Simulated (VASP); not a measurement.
Write the native input for VASP 6.6.1 that does the following.

- Task: density of states
- Functional: PBE
- Potentials or basis: VASP PAW PBE potentials, release 64 (Ga_d, N)
- Cutoff: 520 eV
- k mesh: 5 × 5 × 2, shifted
- Occupations: gaussian, width 0.01 eV
- Spin: no spin polarisation
- Dipole correction: no
- k mesh for the DOS: 8 × 8 × 3
- Occupations for the DOS: tetrahedron
- Further INCAR settings: ALGO = Normal; EDIFF = 1e-06; NBANDS = 46; ISYM = 0

The system is GaN.

```
Ga N
1.0
     3.21154    0.00000    0.00000
    -1.60577    2.78127    0.00000
     0.00000    0.00000   10.35684
Ga N
4 4
Direct
  0.00000 0.00000 0.28587
  0.33333 0.66667 0.53735
  0.66667 0.33333 0.03735
  0.00000 0.00000 0.78587
  0.33333 0.66667 0.84374
  0.00000 0.00000 0.59304
  0.66667 0.33333 0.34375
  0.00000 0.00000 0.09304
```

The input as run:

POSCAR

```
GaN
1.0
    3.2115377900      0.0000000000      0.0000000000
   -1.6057688900      2.7812733100      0.0000000000
    0.0000000000      0.0000000000     10.3568400000
Ga N
4 4
Direct
    0.0000000000      0.0000000000      0.2858680000
    0.3333333300      0.6666666700      0.5373490000
    0.6666666700      0.3333333300      0.0373490000
    0.0000000000      0.0000000000      0.7858680000
    0.3333333300      0.6666666700      0.8437450000
    0.0000000000      0.0000000000      0.5930380000
    0.6666666700      0.3333333300      0.3437450000
    0.0000000000      0.0000000000      0.0930380000
```

INCAR.step1

```
SYSTEM = GaN
  PREC = Accurate
  ENCUT = 520
  EDIFF = 1E-6
  ISMEAR = 0
  SIGMA = 0.01
  LREAL = .FALSE.
  LASPH = .TRUE.
  NELM = 100
  ALGO = Normal
  ISIF = 2
  LWAVE = .FALSE.
  LCHARG = .TRUE.
  GGA = PE
  NBANDS = 46
  ISYM = 0
```

KPOINTS.step1

```
Automatic mesh
0
Gamma
  5 5 2
  0.5 0.5 0.5
```

INCAR.step2

```
SYSTEM = GaN
  PREC = Accurate
  ENCUT = 520
  EDIFF = 1E-6
  ISMEAR = -5
  SIGMA = 0.01
  LREAL = .FALSE.
  LASPH = .TRUE.
  NELM = 100
  ALGO = Normal
  ISIF = 2
  LWAVE = .FALSE.
  LCHARG = .FALSE.
  GGA = PE
  LORBIT = 11
  NBANDS = 46
  NEDOS = 2001
  ICHARG = 11
  ISYM = 0
```

KPOINTS.step2

```
Automatic mesh
0
G
  8 8 3
  0 0 0
```

Potentials or basis: VASP PAW PBE potentials, release 64 (Ga_d, N).

The run is started by

```sh
$ cat potpaw_PBE.64/Ga_d/POTCAR potpaw_PBE.64/N/POTCAR > POTCAR
$ cp INCAR.step1 INCAR
$ cp KPOINTS.step1 KPOINTS
$ mpirun -np 1 vasp_std > vasp.out
$ cp INCAR.step2 INCAR
$ cp KPOINTS.step2 KPOINTS
$ mpirun -np 1 vasp_std > vasp.out
```

It gave:

```json
{
 "Valence electrons inside the program's atomic spheres": "Ga 11.84, 11.66; N 3.69, 3.74"
}
```

It took 8.5 min on 1 thread of Intel Xeon 6975P-C, on a shared host, peak memory 0.41 GiB.
